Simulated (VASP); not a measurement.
# RbIr3 (P6_3/mmc) in VASP: single point with PBE

Aim: the single point of RbIr3 with PBE.

All numbers are computed with VASP 6.6.1; they aren't measurements. Logs are shortened: lines on timing, memory, paths and dates and some standing lists are left out, and cuts for length are marked.

**1. The cell of the first run**

It takes space group P6_3/mmc (No. 194, hexagonal). Conventional cell: a = 7.809 Å, b = 7.809 Å, c = 4.448 Å, α = 90.00°, β = 90.00°, γ = 120.00°. Rb (site symmetry -6m2) has 12 Ir at 3.78 to 3.99 Å and 8 Rb at 4.45 to 5.03 Å within 5.1 Å. Within 3.3 Å of Ir (site symmetry mm2) lie 6 Ir at 2.51 to 2.66 Å.

**2. Single point, PBE**

Input file INCAR:

```
PREC = Accurate
ENCUT = 560
EDIFF = 1E-6
ISMEAR = 0
SIGMA = 0.1
LREAL = False
LASPH = True
NELM = 120
ALGO = Normal
ISIF = 2
LWAVE = False
LCHARG = True
GGA = PE
LELF = True
LVHAR = True
NBANDS = 70
GGA_COMPAT = False
```

Input file KPOINTS:

```
regular mesh
0
Gamma
  3 3 4
```

Input file POSCAR:

```
RbIr3
1.0
    7.8091577382      0.0000000000      0.0000000000
   -3.9045788691      6.7629289834      0.0000000000
    0.0000000000      0.0000000000      4.4477730517
Rb Ir
2 6
Direct
    0.3333333333      0.6666666667      0.2500000000
    0.6666666667      0.3333333333      0.7500000000
    0.8926509535      0.7853019070      0.2500000000
    0.1073490465      0.8926509535      0.7500000000
    0.2146980930      0.1073490465      0.2500000000
    0.1073490465      0.2146980930      0.7500000000
    0.8926509535      0.1073490465      0.2500000000
    0.7853019070      0.8926509535      0.7500000000
```

Potentials or basis: VASP PAW PBE potentials, release 64 (Rb_sv, Ir_sv_GW).

Started as:

```bash
$ cat potpaw_PBE.64/Rb_sv/POTCAR potpaw_PBE.64/Ir_sv_GW/POTCAR > POTCAR
$ mpirun -np 1 vasp_std > vasp.out
```

OUTCAR:

```text
PREC = Accurate
   ENCUT = 560
   EDIFF = 1E-6
   ISMEAR = 0
   LREAL = False
   LASPH = True
   NELM = 120
   ISIF = 2
   GGA = PE

 ion  position               nearest neighbor table
   1  0.333  0.667  0.250-   4 3.78   4 3.78   6 3.78   6 3.78   8 3.78   8 3.78   5 3.99   3 3.99
                             7 3.99   7 3.99   5 3.99   3 3.99   2 5.03   2 5.03   2 5.03   2 5.03
   2  0.667  0.333  0.750-   7 3.78   7 3.78   3 3.78   3 3.78   5 3.78   5 3.78   8 3.99   6 3.99
                             4 3.99   4 3.99   8 3.99   6 3.99   1 5.03   1 5.03   1 5.03   1 5.03
   3  0.893  0.785  0.250-   5 2.51   7 2.51   4 2.66   4 2.66   8 2.66   8 2.66   2 3.78   2 3.78
                             1 3.99   1 3.99
   4  0.107  0.893  0.750-   6 2.51   8 2.51   5 2.66   5 2.66   3 2.66   3 2.66   1 3.78   1 3.78
                             2 3.99   2 3.99
   5  0.215  0.107  0.250-   3 2.51   7 2.51   4 2.66   4 2.66   6 2.66   6 2.66   2 3.78   2 3.78
                             1 3.99   1 3.99
   6  0.107  0.215  0.750-   4 2.51   8 2.51   7 2.66   7 2.66   5 2.66   5 2.66   1 3.78   1 3.78
                             2 3.99   2 3.99
   7  0.893  0.107  0.250-   3 2.51   5 2.51   8 2.66   8 2.66   6 2.66   6 2.66   2 3.78   2 3.78
                             1 3.99   1 3.99
   8  0.785  0.893  0.750-   6 2.51   4 2.51   7 2.66   7 2.66   3 2.66   3 2.66   1 3.78   1 3.78
                             2 3.99   2 3.99

  LATTYP: Found a hexagonal cell.
 ALAT       =     7.8091577382
 C/A-ratio  =     0.5695586132

  Lattice vectors:

 A1 = (   7.8091577382,   0.0000000000,   0.0000000000)
 A2 = (  -3.9045788691,   6.7629289834,   0.0000000000)
 A3 = (   0.0000000000,   0.0000000000,   4.4477730517)

Analysis of symmetry for initial positions (statically):
=====================================================================
 Subroutine PRICEL returns:
 Original cell was already a primitive cell.

 Routine SETGRP: Setting up the symmetry group for a
 hexagonal supercell.

 Subroutine GETGRP returns: Found 24 space group operations
 (whereof 12 operations were pure point group operations)
 out of a pool of 24 trial point group operations.

The static configuration has the point symmetry D_3d.
 The point group associated with its full space group is D_6h.

Analysis of symmetry for dynamics (positions and initial velocities):
=====================================================================
 Subroutine PRICEL returns:
 Original cell was already a primitive cell.

 Routine SETGRP: Setting up the symmetry group for a
 hexagonal supercell.

 Subroutine GETGRP returns: Found 24 space group operations
 (whereof 12 operations were pure point group operations)
 out of a pool of 24 trial point group operations.

The dynamic configuration has the point symmetry D_3d.
 The point group associated with its full space group is D_6h.

 Subroutine INISYM returns: Found 24 space group operations
 (whereof 12 operations are pure point group operations),
 and found     1 'primitive' translations

----------------------------------------------------------------------------------------

                                     Primitive cell

  volume of cell :     234.8993

  direct lattice vectors                    reciprocal lattice vectors
     7.809157738  0.000000000  0.000000000     0.128054783  0.073932463  0.000000000
    -3.904578869  6.762928983  0.000000000     0.000000000  0.147864927  0.000000000
     0.000000000  0.000000000  4.447773052     0.000000000  0.000000000  0.224831615

  length of vectors
     7.809157738  7.809157738  4.447773052     0.147864927  0.147864927  0.224831615

  position of ions in fractional coordinates (direct lattice)
     0.333333333  0.666666667  0.250000000
     0.666666667  0.333333333  0.750000000
     0.892650954  0.785301907  0.250000000
     0.107349046  0.892650954  0.750000000
     0.214698093  0.107349046  0.250000000
     0.107349046  0.214698093  0.750000000
     0.892650954  0.107349046  0.250000000
     0.785301907  0.892650954  0.750000000

  ion indices of the primitive-cell ions
   primitive index   ion index
                 1           1
                 2           2
                 3           3
                 4           4
                 5           5
                 6           6
                 7           7
                 8           8

----------------------------------------------------------------------------------------

 KPOINTS: regular mesh

Automatic generation of k-mesh.
 Grid dimensions read from file:
 generate k-points for:    3    3    4

 Generating k-lattice:

  Cartesian coordinates                     Fractional coordinates (reciprocal lattice)
     0.042684928  0.024644154  0.000000000     0.333333333  0.000000000  0.000000000
     0.000000000  0.049288309  0.000000000     0.000000000  0.333333333  0.000000000
     0.000000000  0.000000000  0.056207904     0.000000000  0.000000000  0.250000000

  Length of vectors
     0.049288309  0.049288309  0.056207904

  Shift w.r.t. Gamma in fractional coordinates (k-lattice)
     0.000000000  0.000000000  0.000000000

 Subroutine IBZKPT returns following result:
 ===========================================

 Found      9 irreducible k-points:

 Following reciprocal coordinates:
            Coordinates               Weight
  0.000000  0.000000  0.000000      1.000000
  0.333333 -0.000000  0.000000      6.000000
  0.333333  0.333333  0.000000      2.000000
  0.000000  0.000000  0.250000      2.000000
  0.333333 -0.000000  0.250000     12.000000
  0.333333  0.333333  0.250000      4.000000
  0.000000  0.000000  0.500000      1.000000
  0.333333 -0.000000  0.500000      6.000000
  0.333333  0.333333  0.500000      2.000000
   k-points           NKPTS =      9   k-points in BZ     NKDIM =      9   number of bands    NBANDS=     70
   number of dos      NEDOS =    301   number of ions     NIONS =      8
   total plane-waves  NPLWV = 129600
   dimension x,y,z NGX =    60 NGY =   60 NGZ =   36
   dimension x,y,z NGXF=   120 NGYF=  120 NGZF=   72
   ions per type =               2   6
   NGX,Y,Z   is equivalent  to a cutoff of  12.77, 12.77, 13.46 a.u.
   NGXF,Y,Z  is equivalent  to a cutoff of  25.55, 25.55, 26.91 a.u.
 SYSTEM =  unknown system
   PREC   = accura    normal or accurate (medium, high low for compatibility)
   ISTART =      0    job   : 0-new  1-cont  2-samecut
   ICHARG =      2    charge: 1-file 2-atom 10-const
   ISPIN  =      1    spin polarized calculation?
   LNONCOLLINEAR =      F non collinear calculations
   LSORBIT =      F    spin-orbit coupling
   LASPH  =      T    aspherical Exc in radial PAW
   ENCUT  =  560.0 eV  41.16 Ry    6.42 a.u.  15.07 15.07  8.58*2*pi/ulx,y,z
   NELM   =    120;   NELMIN=  2; NELMDL= -5     # of ELM steps
   EDIFF  = 0.1E-05   stopping-criterion for ELM
   LREAL  =      F    real-space projection
   EDIFFG = 0.1E-04   stopping-criterion for IOM
   NSW    =      0    number of steps for IOM
   IBRION =     -1    ionic relax: 0-MD 1-quasi-New 2-CG
   NFREE  =      0    steps in history (QN), initial steepest desc. (CG)
   ISIF   =      2    stress and relaxation
   ISYM   =      2    0-nonsym 1-usesym 2-fastsym
   POTIM  = 0.5000    time-step for ionic-motion
   TEBEG  =    0.0;   TEEND  =   0.0 temperature during run
   PSTRESS=    0.0 pullay stress
   NELECT =     120.0000    total number of electrons
   NUPDOWN=      -1.0000    fix difference up-down
   EMIN   =  10.00;   EMAX   =-10.00  energy-range for DOS
   EFERMI =   0.00;   METHOD = LEGACY
   ISMEAR =     0;   SIGMA  =   0.10  broadening in eV -4-tet -1-fermi 0-gaus
   EFERMI_NEDOS =   21; number of points for ismear=-14 and -15
   IALGO  =     38    algorithm
   IMIX   =      4    mixing-type and parameters
     AMIX     =   0.40;   BMIX     =  1.00
     AMIX_MAG =   1.60;   BMIX_MAG =  1.00
  volume/ion in A,a.u.               =      29.36       198.15
  Fermi-wavevector in a.u.,A,eV,Ry     =   1.308704  2.473092 23.302775  1.712706
  Thomas-Fermi vector in A             =   2.439353
   LORBIT       =      0    0 simple, 1 ext, 2 COOP (PROOUT), +10 PAW based schemes
   GGA     = PE    functional components
   LHFCALC =     F    Hartree Fock is set to
   AEXX    =    0.0000 exact exchange contribution
   IVDW    =     0    specifies the selected vdW correction
   LEPSILON=     F    determine dielectric tensor
   LRPA    =     F    only Hartree local field effects (RPA)
 non-spin polarized calculation
 Gauss-broadening in eV      SIGMA  =   0.10
  energy-cutoff  :      560.00
  volume of cell :      234.90
 maximum number of plane-waves:      7097
   NGX = 31   NGY = 31   NGZ = 17

 number of electron     120.0000001 magnetization

 Free energy of the ion-electron system (eV)
  ---------------------------------------------------
  ext. energy  EPLUGINS =         0.00000000
  ---------------------------------------------------
  free energy    TOTEN  =       -49.45653787 eV

  energy without entropy =      -49.40245050  energy(sigma->0) =      -49.42949418

 E-fermi :   3.5909     XC(G=0):  -9.3495

 val. band max:        3.5324420760   @ k =   0.3333  -0.0000   0.0000
 cond. band min:       3.6028850320   @ k =   0.3333   0.3333   0.2500
 fundamental gap:      0.0704429560
 Fermi energy:         3.5908746022

 k-point     1 :       0.0000    0.0000    0.0000
  band No.  band energies     occupation
      1     -88.5665      2.00000
      2     -88.5077      2.00000
      3     -88.5062      2.00000
      4     -88.5062      2.00000
      5     -88.4772      2.00000
      6     -88.4772      2.00000
[... 62 lines left out ...]
     69       5.9346      0.00000
     70       6.6067      0.00000

 k-point     2 :       0.3333   -0.0000    0.0000
  band No.  band energies     occupation
      1     -88.5666      2.00000
      2     -88.5076      2.00000
      3     -88.5063      2.00000
      4     -88.5063      2.00000
      5     -88.4768      2.00000
      6     -88.4768      2.00000
[... 62 lines left out ...]
     69       6.5073      0.00000
     70       7.3122      0.00000

 k-point     3 :       0.3333    0.3333    0.0000
  band No.  band energies     occupation
      1     -88.5665      2.00000
      2     -88.5077      2.00000
      3     -88.5064      2.00000
      4     -88.5064      2.00000
      5     -88.4768      2.00000
      6     -88.4768      2.00000
[... 62 lines left out ...]
     69       6.4853      0.00000
     70       8.1751      0.00000

 k-point     4 :       0.0000    0.0000    0.2500
  band No.  band energies     occupation
      1     -88.5581      2.00000
      2     -88.5162      2.00000
      3     -88.5018      2.00000
      4     -88.5018      2.00000
      5     -88.4811      2.00000
      6     -88.4811      2.00000
[... 62 lines left out ...]
     69       5.3042      0.00000
     70       6.6987      0.00000

 k-point     5 :       0.3333   -0.0000    0.2500
  band No.  band energies     occupation
      1     -88.5581      2.00000
      2     -88.5163      2.00000
      3     -88.5020      2.00000
      4     -88.5019      2.00000
      5     -88.4811      2.00000
      6     -88.4811      2.00000
[... 62 lines left out ...]
     69       6.1003      0.00000
     70       7.4554      0.00000

 k-point     6 :       0.3333    0.3333    0.2500
  band No.  band energies     occupation
      1     -88.5580      2.00000
      2     -88.5164      2.00000
      3     -88.5019      2.00000
      4     -88.5019      2.00000
      5     -88.4811      2.00000
      6     -88.4811      2.00000
[... 62 lines left out ...]
     69       6.3966      0.00000
     70       7.6370      0.00000

 k-point     7 :       0.0000    0.0000    0.5000
  band No.  band energies     occupation
      1     -88.5370      2.00000
      2     -88.5370      2.00000
      3     -88.4913      2.00000
      4     -88.4913      2.00000
      5     -88.4913      2.00000
      6     -88.4913      2.00000
[... 62 lines left out ...]
     69       6.4803      0.00000
     70       6.4803      0.00000

 k-point     8 :       0.3333   -0.0000    0.5000
  band No.  band energies     occupation
      1     -88.5372      2.00000
      2     -88.5372      2.00000
      3     -88.4915      2.00000
      4     -88.4915      2.00000
      5     -88.4915      2.00000
      6     -88.4915      2.00000
[... 62 lines left out ...]
     69       6.6187      0.00000
     70       6.6187      0.00000

 k-point     9 :       0.3333    0.3333    0.5000
  band No.  band energies     occupation
      1     -88.5372      2.00000
      2     -88.5372      2.00000
      3     -88.4915      2.00000
      4     -88.4915      2.00000
      5     -88.4913      2.00000
      6     -88.4913      2.00000
[... 62 lines left out ...]
     69       7.0647      0.00000
     70       7.0647      0.00000

------------------------ aborting loop because EDIFF is reached ----------------------------------------

  FORCE on cell =-STRESS in cart. coord.  units (eV):
  Direction    XX          YY          ZZ          XY          YZ          ZX
  --------------------------------------------------------------------------------------
  -------------------------------------------------------------------------------------
  Total       -0.7964270     -0.7964270     -1.2699253      0.0000000      0.0000000      0.0000000
  in kB       -5.4321895     -5.4321895     -8.6617794      0.0000000      0.0000000      0.0000000
  external PRESSURE =      -6.5087195 kB  Pullay stress =       0.0000000 kB

 VOLUME and BASIS-vectors are now :
 -----------------------------------------------------------------------------
  energy-cutoff  :      560.00
  volume of cell :      234.90
      direct lattice vectors                 reciprocal lattice vectors
     7.809157738  0.000000000  0.000000000     0.128054783  0.073932463  0.000000000
    -3.904578869  6.762928983  0.000000000     0.000000000  0.147864927  0.000000000
     0.000000000  0.000000000  4.447773052     0.000000000  0.000000000  0.224831615

 POSITION                                       TOTAL-FORCE (eV/Angst)
 -----------------------------------------------------------------------------------
     -0.00000      4.50862      1.11194         0.000000     -0.000000     -0.000000
      3.90458      2.25431      3.33583        -0.000000     -0.000000     -0.000000
      3.90458      5.31094      1.11194        -0.000000      0.005965      0.000000
     -2.64712      6.03694      3.33583        -0.005166      0.002982     -0.000000
      1.25746      0.72599      1.11194        -0.005166     -0.002982     -0.000000
     -0.00000      1.45199      3.33583         0.000000     -0.005965      0.000000
      6.55170      0.72599      1.11194         0.005166     -0.002982     -0.000000
      2.64712      6.03694      3.33583         0.005166      0.002982     -0.000000
 -----------------------------------------------------------------------------------
    total drift:                               -0.000005      0.000003     -0.000001

  FREE ENERGIE OF THE ION-ELECTRON SYSTEM (eV)
  ---------------------------------------------------
  free  energy   TOTEN  =       -49.4565378681 eV

  energy  without entropy=      -49.4024505003  energy(sigma->0) =      -49.42949418
```

It took 2.8 min on 1 thread of Intel Xeon Platinum 8559C (Emerald Rapids), shared host; peak memory 0.4 GiB.

Results:

```yaml
Free_energy: -49.4565 eV
Pressure: -0.7 GPa
Largest_force: 0.006 eV/Å
Band_gap_on_the_k_mesh: zero (bands 60 and 61 overlap by 0.54 eV)
```

Forces on the atoms (eV/Å):
```
Rb   0.000  0.000  0.000
Rb   0.000  0.000  0.000
Ir   0.000  0.006  0.000
Ir  -0.005  0.003  0.000
Ir  -0.005 -0.003  0.000
Ir   0.000 -0.006  0.000
Ir   0.005 -0.003  0.000
Ir   0.005  0.003  0.000
```

Stress tensor (GPa, compression positive):
```
-0.54  0.00  0.00
 0.00 -0.54  0.00
 0.00  0.00 -0.87
```

Caveat: spin-orbit coupling is left out, which moves the levels of the heavy elements.

The gap in the log of VASP goes by the Fermi energy; the results here count the filled bands.